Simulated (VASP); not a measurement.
Crystal: CsPbBr3.

```xyz
5
Lattice="6.0095 0.0000 0.0000 0.0000 6.0095 0.0000 0.0000 0.0000 6.0095" Properties=species:S:1:pos:R:3 pbc="T T T"
Cs    0.0000    0.0000    0.0000
Pb    3.0048    3.0048    3.0048
Br    3.0048    3.0048    0.0000
Br    3.0048    0.0000    3.0048
Br    0.0000    3.0048    3.0048
```

```yaml
Program: VASP 6.6.1
Task: relaxation of cell and atoms
Functional: LDA
Potentials_or_basis: VASP PAW LDA potentials, release 64 (Cs_sv, Pb_d, Br)
Cutoff: 600 eV
k_mesh: 4 × 4 × 4
Occupations: fermi-dirac, width 0.02 eV
Spin: no spin polarisation
```

At the start: pressure -2.2 GPa; volume 43.41 Å³/atom.

Problem. Where does the relaxation end?

Solution. Over 4 steps the energy falls by 35.8 meV/atom and the volume is 38.71 Å³/atom (-10.8 %); space group Pm-3m (No. 221, to 0.1 Å) before and after.

Step by step:
| step | energy change (eV) | largest force (eV/Å) | pressure (GPa) | volume (Å³) |
| --- | --- | --- | --- | --- |
| 1 | 0.0000 | 0.0000 | -2.20 | 217.03 |
| 2 | -0.1688 | 0.0000 | -0.62 | 198.81 |
| 3 | -0.1791 | 0.0000 | -0.04 | 194.00 |
| 4 | -0.1791 | 0.0000 | 0.01 | 193.56 |

Final structure:
```cif
data_structure
_symmetry_space_group_name_H-M 'P 1'
_symmetry_Int_Tables_number 1
_cell_length_a 5.7846
_cell_length_b 5.7846
_cell_length_c 5.7846
_cell_angle_alpha 90.000
_cell_angle_beta 90.000
_cell_angle_gamma 90.000
_cell_volume 193.56
loop_
_atom_site_label
_atom_site_type_symbol
_atom_site_fract_x
_atom_site_fract_y
_atom_site_fract_z
_atom_site_occupancy
Cs1 Cs 0.00000 0.00000 0.00000 1
Pb1 Pb 0.50000 0.50000 0.50000 1
Br1 Br 0.50000 0.50000 0.00000 1
Br2 Br 0.50000 0.00000 0.50000 1
Br3 Br 0.00000 0.50000 0.50000 1
```
